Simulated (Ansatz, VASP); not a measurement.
**BeTe in VASP and in Ansatz**

Contents of POSCAR:

```
BeTe
1.0
    0.0000000000      2.8286228801      2.8286228801
    2.8286228801      0.0000000000      2.8286228801
    2.8286228801      2.8286228801      0.0000000000
Be Te
1 1
Direct
    0.0000000000      0.0000000000      0.0000000000
    0.2500000000      0.2500000000      0.2500000000
```

Contents of INCAR.step1:

```
PREC = Accurate
ENCUT = 520
EDIFF = 1E-5
ISMEAR = 0
SIGMA = 0.01
LREAL = F
LASPH = T
NELM = 80
ALGO = Normal
ISIF = 2
LWAVE = T
NBANDS = 11
GGA = PE
```

Contents of INCAR.step2:

```
PREC = Accurate
ENCUT = 520
EDIFF = 1E-6
ISMEAR = 0
SIGMA = 0.01
LREAL = F
LASPH = T
NELM = 80
ALGO = Normal
ISIF = 2
LWAVE = F
LCHARG = T
GGA = PE
LHFCALC = T
AEXX = 0.05
HFSCREEN = 0.3
PRECFOCK = Normal
LELF = T
LVHAR = T
NBANDS = 11
ISTART = 1
```

The input KPOINTS:

```
Automatic mesh
0
Gamma
  4 4 4
```

Input for Ansatz:

```yaml
crystal:
  lattice:
    - [0.0, 2.8286228801, 2.8286228801]
    - [2.8286228801, 0.0, 2.8286228801]
    - [2.8286228801, 2.8286228801, 0.0]
  atoms:
    - { symbol: Be, position: [0.0, 0.0, 0.0] }
    - { symbol: Te, position: [0.25, 0.25, 0.25] }
kpoints:
  mp_grid: { grid: [4, 4, 4] }
hamiltonian:
  xc: { exchange: pbe, correlation: pbe, exx: { coeff: 0.05, omega: 0.3 } }
scf:
  occupations: { method: fixed }
  n_extra_bands: 4
output:
  forces: true
  stress: true
  eigenvalues: true
```

Alike in both runs: task single point; functional PBE-based screened hybrid; k mesh 4 × 4 × 4; no spin polarisation.

|  | VASP | Ansatz |
| --- | --- | --- |
| version | VASP 6.6.1 | Ansatz 0.2.0 |
| potentials or method | VASP PAW PBE potentials, release 64 (Be, Te) | plane waves |
| plane-wave cutoff (eV) | 520 | 420 |
| occupations | gaussian, width 0.01 eV | fixed |
| valence electrons in the cell | 8 | 18 |

Ansatz gave:

* gap on the k mesh at the Fermi level (eV): 2.11
* pressure (GPa): 0.4

Question: What did VASP give for the same quantities?

Answer: gap on the k mesh at the Fermi level (eV): 2.10; pressure (GPa): 0.5.

VASP's potentials were made for PBE, not for PBE-based screened hybrid. VASP's potentials hold 8 valence electrons a cell and Ansatz's 18, so a difference there can come from the potentials and not from the codes. Ansatz's warnings: stress exchange threshold loose, stress scf threshold loose.

The k mesh is coarse, so the values compare programs but aren't converged. Neither program's run includes spin-orbit coupling.
